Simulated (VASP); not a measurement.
Runs of VASP 6.6.1 on K3Br. The structure is that of space group Pm-3m (No. 221), or close to it. The cells are those of the table. 

```tsv
task	cell	k mesh	cutoff (eV)	gap on the mesh (eV)	pressure (GPa)	relaxed volume (Å³/atom)
relaxation of cell and atoms	relaxed from a = 5.148 Å, 4 atoms	4 × 4 × 4	600	none	0.0	52.03
single point	a = 5.827 Å, 4 atoms	4 × 4 × 4	520	none	0.3	-
single point	a = 5.922 Å, 4 atoms	8 × 8 × 8	520	none	0.0	-
relaxation of cell and atoms	relaxed from a = 5.827 Å, 4 atoms	8 × 8 × 8	600	none	0.0	(a)
single point	a = 5.148 Å, 4 atoms	4 × 4 × 4	520	none	5.6	-
```

Alike in all rows: level PBE; potentials or basis VASP PAW PBE potentials, release 64 (K_sv, Br); no spin polarisation; smearing gaussian 0.1 eV.

Estimate the missing entries.

(a) 52.05.

Caveats: the volume moved by over 15 % at a fixed basis, so the end points are rough (at least some runs); the cell stands under pressure (at least some runs).

A k mesh can miss the band edges, and the runs leave out spin-orbit coupling on Br.

A gap of «none» marks levels without a gap at the run's occupations.
